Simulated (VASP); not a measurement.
A run of VASP 6.6.1:

File INCAR:

```
SYSTEM = H17C36
ALGO = Normal
EDIFF = 1E-6
ENCUT = 520
GGA = PS
ISIF = 2
ISMEAR = 0
ISPIN = 2
LASPH = .True.
LCHARG = .True.
LELF = .True.
LORBIT = 11
LREAL = Auto
LUSENCCL = .False.
LVHAR = .True.
LWAVE = .False.
MAGMOM = 0 0 0 0 0 0 0 0 0 0 0 0 0 0 0 0 0 0 0 0 0 0 0 0 0 0 0 0 0 0 0 0 0 0 0 0 0 0 0 0 0 0 0 0 0 0.3 0 0 0 0 0 0 0
NBANDS = 116
NELM = 150
PREC = Accurate
SIGMA = 0.02
```

KPOINTS

```
k-points
0
Gamma
  2 2 1
  0 0 0
```

Contents of POSCAR:

```
H17C36
1.0
    7.5731140000      0.0000000000      0.0000000000
    3.7865570000      6.5585090000      0.0000000000
    0.0000000000      0.0000000000     17.7764260000
H C
17 36
Direct
    0.1111111721      0.1111110772      0.0562542774
    0.4444444614      0.1111110772      0.0562542774
    0.7777777507      0.1111110772      0.0562542774
    0.1111110586      0.4444444614      0.0562542774
    0.4444443479      0.4444444614      0.0562542774
    0.7777777693      0.4444444614      0.0562542774
    0.1111110772      0.7777778455      0.0562542774
    0.4444443665      0.7777778455      0.0562542774
    0.7777777879      0.7777778455      0.0562542774
    0.6650897882      0.0015724611      0.3244356880
   -0.0016007425      0.3381160261      0.3237579927
    0.3335811448      0.3331778610      0.3239223115
    0.6656230322      0.3332092706      0.3239194425
   -0.0012642704      0.6647364515      0.3245697982
    0.3347257346      0.6638048373      0.3243351054
    0.6647719888      0.6663084552      0.3239518450
    0.9588022260      0.6078137577      0.4058530663
    0.1111111721      0.1111110772      0.1181339826
    0.4444444614      0.1111110772      0.1181339826
    0.7777777507      0.1111110772      0.1181339826
    0.1111110586      0.4444444614      0.1181339826
    0.4444443479      0.4444444614      0.1181339826
    0.7777777693      0.4444444614      0.1181339826
    0.1111110772      0.7777778455      0.1181339826
    0.4444443665      0.7777778455      0.1181339826
    0.7777777879      0.7777778455      0.1181339826
   -0.1111110772      0.2222221545      0.1471209680
    0.2222222121      0.2222221545      0.1471209680
    0.5555556335      0.2222221545      0.1471209680
   -0.1111110586      0.5555555386      0.1471209680
    0.2222222307      0.5555555386      0.1471209680
    0.5555555200      0.5555555386      0.1471209680
   -0.1111111721      0.8888889228      0.1471209680
    0.2222221172      0.8888889228      0.1471209680
    0.5555555386      0.8888889228      0.1471209680
   -0.1103913556      0.2214138915      0.2348767969
    0.2219387715      0.2214632930      0.2347128720
    0.5554951239      0.2220077765      0.2341301339
   -0.1107776526      0.5541009397      0.2340454712
    0.2222536096      0.5551087907      0.2341715933
    0.5554478795      0.5551369984      0.2340413647
   -0.1106425139      0.8888579706      0.2350941072
    0.2218140347      0.8892574517      0.2361083156
    0.5548056952      0.8889424410      0.2349500400
   -0.0004599623      0.0004944721      0.2557330703
    0.3328888351      0.0003358995      0.2558621739
    0.6659163733      0.0006611259      0.2619743136
   -0.0006245987      0.3333300297      0.2617420960
    0.3335974274      0.3327652672      0.2614422044
    0.6665075568      0.3328148212      0.2614316286
    0.0002240729      0.6654472838      0.2608967629
    0.3338229060      0.6653260673      0.2619210408
    0.6668245729      0.6656935288      0.2614890642
```

Potentials or basis: VASP PAW PBE potentials, release 64 (H, C).

Launch:

```sh
$ cat potpaw_PBE.64/H/POTCAR potpaw_PBE.64/C/POTCAR > POTCAR
$ mpirun -np 1 vasp_std > vasp.out
```

Hardware: 1 × NVIDIA H100 80GB with 1 thread of AMD EPYC 7R13 Processor (Zen 3), on a shared host.

Problem. How long does it take, and how much memory?

Solution. Wall time 7.9 min on 1 × NVIDIA H100 80GB with 1 thread of AMD EPYC 7R13 Processor (Zen 3), on a shared host, peak memory 2.1 GiB. Counts: scf iterations 43, k points 4.
